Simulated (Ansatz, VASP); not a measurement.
**AlRu: VASP beside Ansatz**

INCAR

```
ALGO = Fast
EDIFF = 1E-6
ENCUT = 520
GGA = PE
ISIF = 2
ISMEAR = 0
LASPH = True
LCHARG = False
LREAL = False
LWAVE = False
NBANDS = 34
NELM = 60
PREC = Accurate
SIGMA = 0.15
```

File KPOINTS:

```
k-points
0
Gamma
  20 20 7
```

The input POSCAR:

```
AlRu
1.0
    0.0000000000     -3.0040847246      0.0000000000
    0.0000000000      0.0000000000     -3.0040847246
   10.0122541738      0.0000000000      0.0000000000
Al Ru
3 3
Direct
    0.0000000000      0.0000000000      0.2250155959
    0.0000000000      0.0000000000      0.5250563932
    0.0000000000      0.0000000000      0.8250971904
    0.5000000000      0.5000000000      0.0749951973
    0.5000000000      0.5000000000      0.3750359945
    0.5000000000      0.5000000000      0.6750767918
```

Input for Ansatz:

```yaml
crystal:
  lattice:
    - [0.0, -3.0040847246, 0.0]
    - [0.0, 0.0, -3.0040847246]
    - [10.0122541738, 0.0, 0.0]
  atoms:
    - { symbol: Al, position: [0.0, 0.0, 0.2250155959] }
    - { symbol: Al, position: [0.0, 0.0, 0.5250563932] }
    - { symbol: Al, position: [0.0, 0.0, 0.8250971904] }
    - { symbol: Ru, position: [0.5, 0.5, 0.0749951973] }
    - { symbol: Ru, position: [0.5, 0.5, 0.3750359945] }
    - { symbol: Ru, position: [0.5, 0.5, 0.6750767918] }
basis:
  ecutwfc: 420
kpoints:
  mp_grid: { grid: [20, 20, 7] }
hamiltonian:
  xc: pbe
scf:
  occupations: { method: gaussian, width: 0.15 }
output:
  forces: true
  stress: true
  eigenvalues: true
```

Alike in both runs: task single point; functional PBE; k mesh 20 × 20 × 7; occupations gaussian, width 0.15 eV; no spin polarisation.

|  | VASP | Ansatz |
| --- | --- | --- |
| version | VASP 6.6.1 | Ansatz 0.2.0 |
| potentials or method | VASP PAW PBE potentials, release 64 (Al, Ru_pv), cutoff 520 eV | scalar-relativistic, plane waves, PAW |
| valence electrons in the cell | 51 | 57 |

```tsv
	VASP	Ansatz	Ansatz less VASP
gap on the k mesh at the Fermi level (eV)	none	none	-
pressure (GPa)	-8.0	-8.0	+0.02
traceless stress, the component that is largest in VASP (GPa)	-4.79	-4.79	+0.006
rms of the force components (eV/Å)	0.395	0.395	-0.0007
```

Atom by atom the forces differ by 0.002 eV/Å (rms over components). A gap of «none» marks a metal or a gap that the smearing closes. With one functional, cell and mesh, what is left measures potentials, basis and numerics. VASP's potentials hold 51 valence electrons a cell and Ansatz's 57, so a difference there can come from the potentials and not from the codes.
